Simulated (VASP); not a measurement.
# Be (Pm-3m) in VASP: further runs, part 2 of 2

VASP 6.6.1.

## (3) Single point, PBEsol

File INCAR:

```
SYSTEM = Be
PREC = Accurate ; ENCUT = 520
EDIFF = 1E-6 ; ISMEAR = -1
SIGMA = 0.05 ; LREAL = .FALSE.
LASPH = .TRUE. ; NELM = 100
ALGO = Normal ; ISIF = 2
LWAVE = .FALSE. ; LCHARG = .TRUE.
GGA = PS ; LELF = .TRUE.
LVHAR = .TRUE. ; NBANDS = 7
```

File KPOINTS:

```
regular mesh
0
G
  22 22 22
  0 0 0
```

File POSCAR:

```
Be
1.0
    1.7467598153      0.0000000000      0.0000000000
    0.0000000000      1.7467598153      0.0000000000
    0.0000000000      0.0000000000      1.7467598153
Be
1
Direct
    0.0000000000      0.0000000000      0.0000000000
```

Potentials or basis: VASP PAW PBE potentials, release 64 (Be).

Command:

```sh
> cat potpaw_PBE.64/Be/POTCAR > POTCAR
> mpirun -np 1 vasp_std > vasp.out
```

It took 9.6 s on 1 thread of Intel Xeon 8259CL, shared host; peak memory 0.11 GiB.

Results (log left out):

```yaml
Free_energy: -1.6287 eV
Pressure: 141.7 GPa
Band_gap_on_the_k_mesh: zero (bands 1 and 2 overlap by 8.65 eV)
```

Levels at points of the mesh, in eV from the Fermi level:
| k point | band 1 | band 2 | band 3 | band 4 | band 5 | band 6 |
| --- | --- | --- | --- | --- | --- | --- |
| (0.00, 0.00, 0.00) | -14.19 | 20.94 | 20.94 | 20.94 | 27.66 | 27.66 |
| (0.50, 0.00, 0.00) | -9.08 | -0.71 | 27.59 | 27.59 | 37.05 | 37.20 |
| (0.50, 0.50, 0.00) | -0.12 | -0.12 | 7.34 | 14.93 | 33.18 | 48.94 |
| (0.50, 0.50, 0.50) | 7.94 | 7.94 | 7.94 | 17.86 | 17.86 | 17.86 |

Caveat: the cell stands under pressure; the PAW data sets were made with another functional, which shifts forces and pressure a little.

## (4) Relaxation of cell and atoms, PBEsol, target pressure 140 GPa, at which the enthalpy is minimised

This run uses another cell than the first one, of 4.85 Å³/atom.

File INCAR:

```
PREC = Accurate
ENCUT = 600
EDIFF = 1E-6
ISMEAR = -1
SIGMA = 0.05
LREAL = False
LASPH = True
NELM = 60
ALGO = Normal
ISIF = 3
LWAVE = False
LCHARG = False
GGA = PS
IBRION = 2
NSW = 60
EDIFFG = -0.005
PSTRESS = 1400.0
```

File KPOINTS:

```
Automatic mesh
0
Gamma
  22 22 22
```

File POSCAR:

```
Be
1.0
    1.6931725282      0.0000000000      0.0000000000
    0.0000000000      1.6931725282      0.0000000000
    0.0000000000      0.0000000000      1.6931725282
Be
1
Direct
    0.0000000000      0.0000000000      0.0000000000
```

Potentials or basis: VASP PAW PBE potentials, release 64 (Be).

Command:

```sh
> cat potpaw_PBE.64/Be/POTCAR > POTCAR
> mpirun -np 1 vasp_std > vasp.out
```

OUTCAR:

```text
PREC = Accurate
   ENCUT = 600
   EDIFF = 1E-6
   ISMEAR = -1
   LREAL = False
   LASPH = True
   NELM = 60
   ISIF = 3
   GGA = PS
   IBRION = 2
   NSW = 60
   EDIFFG = -0.005
   PSTRESS = 1400.0

 ion  position               nearest neighbor table
   1  0.000  0.000  0.000-

  LATTYP: Found a simple cubic cell.
 ALAT       =     1.6931725282

  Lattice vectors:

 A1 = (   1.6931725282,   0.0000000000,   0.0000000000)
 A2 = (   0.0000000000,   1.6931725282,   0.0000000000)
 A3 = (   0.0000000000,   0.0000000000,   1.6931725282)

Analysis of symmetry for initial positions (statically):
=====================================================================
 Subroutine PRICEL returns:
 Original cell was already a primitive cell.

 Routine SETGRP: Setting up the symmetry group for a
 simple cubic supercell.

 Subroutine GETGRP returns: Found 48 space group operations
 (whereof 48 operations were pure point group operations)
[... 166 lines left out ...]

  FORCE on cell =-STRESS in cart. coord.  units (eV):
  Direction    XX          YY          ZZ          XY          YZ          ZX
  --------------------------------------------------------------------------------------
  -------------------------------------------------------------------------------------
  Total        5.6340312      5.6340312      5.6340312      0.0000000      0.0000000     -0.0000000
  in kB     1859.6284792   1859.6284792   1859.6284792      0.0000000      0.0000000     -0.0000000
  external PRESSURE =     459.6284792 kB  Pullay stress =    1400.0000000 kB
[... 98 lines left out ...]
--------------------------------------- Ionic step        4  -------------------------------------------

 number of electron       2.0000000 magnetization

 Free energy of the ion-electron system (eV)
  ---------------------------------------------------
  ext. energy  EPLUGINS =         0.00000000
  ---------------------------------------------------
  free energy    TOTEN  =        -1.64662246 eV

  energy without entropy =       -1.64332205  energy(sigma->0) =       -1.64497226

 E-fermi :  11.4534     XC(G=0): -11.9663

 val. band max:       11.4404957308   @ k =   0.5000   0.2273   0.1364
 cond. band min:      11.4729144331   @ k =   0.5000   0.3182   0.0909
 fundamental gap:      0.0324187023
 Fermi energy:        11.4533646998

 k-point     1 :       0.0000    0.0000    0.0000
  band No.  band energies     occupation
      1      -2.7099      2.00000
      2      32.3397      0.00000
      3      32.3397      0.00000
      4      32.3397      0.00000
      5      39.0586      0.00000
[... 177 lines left out ...]
 k-point    24 :       0.0909    0.0909    0.0000
  band No.  band energies     occupation
      1      -2.2081      2.00000
      2      27.1143      0.00000
      3      30.2773      0.00000
      4      33.0248      0.00000
      5      42.4174      0.00000

 [... further k-points ...]

------------------------ aborting loop because EDIFF is reached ----------------------------------------

  FORCE on cell =-STRESS in cart. coord.  units (eV):
  Direction    XX          YY          ZZ          XY          YZ          ZX
  --------------------------------------------------------------------------------------
  -------------------------------------------------------------------------------------
  Total        4.6765868      4.6765868      4.6765868      0.0000000      0.0000000     -0.0000000
  in kB     1400.4973934   1400.4973934   1400.4973934      0.0000000      0.0000000     -0.0000000
  external PRESSURE =       0.4973934 kB  Pullay stress =    1400.0000000 kB
[... 20 lines left out ...]
  energy  without entropy=       -1.6433220512  energy(sigma->0) =       -1.64497226

  enthalpy is  TOTEN    =         3.0283034471 eV   P V=        4.6749259063

 reached required accuracy - stopping structural energy minimisation
```

CONTCAR:

```text
Be
   1.00000000000000
     1.7489836902803608   -0.0000000000000000   -0.0000000000000000
     0.0000000000000000    1.7489836902803608   -0.0000000000000000
     0.0000000000000000    0.0000000000000000    1.7489836902803608
  Be
     1
Direct
     0.0000000000000000    0.0000000000000000    0.0000000000000000

  0.00000000E+00  0.00000000E+00  0.00000000E+00
```

Run time: 10 s. Hardware: 1 thread of Intel Xeon 8259CL, shared host; peak memory 0.12 GiB.

What came out:

```yaml
Free_energy: -1.6466 eV
Relaxed_volume: 5.35 Å³/atom
Relaxed_cell: a = 1.749 Å, b = 1.749 Å, c = 1.749 Å, α = 90.00°, β = 90.00°, γ = 90.00°
Space_group_after_relaxing_to_0.1_Å: Pm-3m (No. 221)
Energy_change_on_relaxing_the_run_minimises_the_enthalpy: -502.1 meV/atom
Ionic_steps: 4
Pressure_after_relaxing: 140.0 GPa
Band_gap_on_the_k_mesh: zero (bands 1 and 2 overlap by 8.64 eV)
```

Step by step:
| step | energy change (eV) | largest force (eV/Å) | pressure (GPa) | volume (Å³) |
| --- | --- | --- | --- | --- |
| 1 | 0.0000 | 0.0000 | 185.96 | 4.85 |
| 2 | -0.9134 | 0.0000 | 101.88 | 5.90 |
| 3 | -0.5112 | 0.0000 | 139.19 | 5.36 |
| 4 | -0.5021 | 0.0000 | 140.05 | 5.35 |

Final structure:
```
CELL_PARAMETERS angstrom
1.74898 0.00000 0.00000
0.00000 1.74898 0.00000
0.00000 0.00000 1.74898
ATOMIC_POSITIONS crystal
Be 0.00000 0.00000 0.00000
```

Caveat: the cell is relaxed towards a set pressure, so the run minimises the enthalpy, not the energy; the PAW data sets were made with another functional, which shifts forces and pressure a little.

## (5) Relaxation of cell and atoms, PBEsol, target pressure 140 GPa, at which the enthalpy is minimised

File INCAR:

```
  PREC = Accurate
  ENCUT = 600
  EDIFF = 1E-6
  ISMEAR = -1
  SIGMA = 0.05
  LREAL = F
  LASPH = T
  NELM = 60
  ALGO = Normal
  ISIF = 3
  LWAVE = F
  LCHARG = F
  GGA = PS
  IBRION = 2
  NSW = 32
  EDIFFG = -0.005
  PSTRESS = 1400.0
```

KPOINTS is that of step 4.

File POSCAR:

```
Be
1.0
    1.7473735114      0.0000000000      0.0000000000
    0.0000000000      1.7473735114      0.0000000000
    0.0000000000      0.0000000000      1.7473735114
Be
1
Direct
    0.0000000000      0.0000000000      0.0000000000
```

Command:

```sh
> cat potpaw_PBE.64/Be/POTCAR > POTCAR
> mpirun -np 1 vasp_std > vasp.out
```

Wall time 12 s (1 thread of Intel Xeon 8259CL, shared host); peak memory 0.11 GiB.

It converged, with:

| Property | Result |
| --- | --- |
| Free energy | -1.6470 eV |
| Relaxed volume | 5.35 Å³/atom |
| Relaxed cell | a = 1.749 Å, b = 1.749 Å, c = 1.749 Å, α = 90.00°, β = 90.00°, γ = 90.00° |
| Space group after relaxing (to 0.1 Å) | Pm-3m (No. 221) |
| Energy change on relaxing (the run minimises the enthalpy) | -13.3 meV/atom |
| Ionic steps | 3 |
| Pressure after relaxing | 140.0 GPa |
| Band gap on the k mesh | zero (bands 1 and 2 overlap by 8.64 eV) |

Step by step:
| step | energy change (eV) | largest force (eV/Å) | pressure (GPa) | volume (Å³) |
| --- | --- | --- | --- | --- |
| 1 | 0.0000 | 0.0000 | 141.24 | 5.34 |
| 2 | -0.0279 | 0.0000 | 138.64 | 5.37 |
| 3 | -0.0133 | 0.0000 | 140.00 | 5.35 |

Final structure:
```
Be
1.0
     1.74903    0.00000    0.00000
     0.00000    1.74903    0.00000
     0.00000    0.00000    1.74903
Be
1
Direct
  0.00000 0.00000 0.00000
```

Levels at points of the mesh, in eV from the Fermi level:
```csv
k point,band 1,band 2,band 3,band 4,band 5
"(0.00, 0.00, 0.00)",-14.16,20.89,20.89,20.89,27.60
"(0.50, 0.00, 0.00)",-9.05,-0.72,27.52,27.52,36.97
"(0.50, 0.50, 0.00)",-0.11,-0.11,7.34,14.87,33.08
"(0.50, 0.50, 0.50)",7.92,7.92,7.92,17.83,17.83
```

Caveat: the cell is relaxed towards a set pressure, so the run minimises the enthalpy, not the energy; the PAW data sets were made with another functional, which shifts forces and pressure a little.

## (6) Overview

| task | cell | cutoff (eV) | gap on the mesh (eV) | pressure (GPa) |
| --- | --- | --- | --- | --- |
| single point | a = 1.747 Å, 1 atom | 520 | none | 141.7 |
| relaxation of cell and atoms | relaxed to 140 GPa from a = 1.693 Å, 1 atom | 600 | none | 140.0 |
| relaxation of cell and atoms | relaxed to 140 GPa from a = 1.747 Å, 1 atom | 600 | none | 140.0 |

Alike in all rows: level PBEsol; potentials or basis VASP PAW PBE potentials, release 64 (Be); no spin polarisation; k mesh 22 × 22 × 22; smearing fermi-dirac 0.05 eV.

Caveats: the PAW data sets were made with another functional, which shifts forces and pressure a little; the cell is relaxed towards a set pressure, so the run minimises the enthalpy, not the energy (at least some runs); the cell stands under pressure (at least some runs).

Absolute energies hang on the potentials; compare differences alone.
